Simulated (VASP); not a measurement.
A run of VASP 6.6.1 is set up as follows.

INCAR

```
SYSTEM = Na6Cd2Mo
PREC = Accurate
ENCUT = 520
EDIFF = 1E-6
ISMEAR = 0
SIGMA = 0.1
LREAL = .FALSE.
LASPH = .TRUE.
NELM = 100
ALGO = Fast
ISIF = 2
LWAVE = .FALSE.
LCHARG = .TRUE.
GGA = PE
LELF = .TRUE.
LVHAR = .TRUE.
NBANDS = 50
```

Contents of KPOINTS:

```
regular mesh
0
G
  6 6 2
  0 0 0
```

The input POSCAR:

```
Na6Cd2Mo
1.0
    4.9463702800      0.0000000000      0.0000000000
   -2.4731851400      4.2836823200      0.0000000000
    0.0000000000      0.0000000000     10.8495152200
Na Cd Mo
6 2 1
Direct
    0.3333333300      0.6666666700      0.7673967200
    0.6666666700      0.3333333300      0.7673967200
    0.6666666700      0.3333333300      0.2326032800
    0.3333333300      0.6666666700      0.2326032800
    0.3333333300      0.6666666700      0.5000000000
    0.6666666700      0.3333333300      0.5000000000
    0.3333333300      0.6666666700      0.0000000000
    0.6666666700      0.3333333300      0.0000000000
    0.0000000000      0.0000000000      0.0000000000
```

Potentials or basis: VASP PAW PBE potentials, release 64 (Na_pv, Cd, Mo_sv).

Run with:

```bash
$ cat potpaw_PBE.64/Na_pv/POTCAR potpaw_PBE.64/Cd/POTCAR potpaw_PBE.64/Mo_sv/POTCAR > POTCAR
$ mpirun -np 1 vasp_std > vasp.out
```

Task: Estimate the largest force.

Result: 0.773 eV/Å.

Task: What does it give for the band gap on the k mesh?

Result: Zero (bands 40 and 41 overlap by 0.45 eV).

Forces on the atoms (eV/Å):
```
Na   0.000  0.000 -0.773
Na   0.000  0.000 -0.773
Na   0.000  0.000  0.773
Na   0.000  0.000  0.773
Na   0.000  0.000  0.000
Na   0.000  0.000  0.000
Cd   0.000  0.000  0.000
Cd   0.000  0.000  0.000
Mo   0.000  0.000  0.000
```
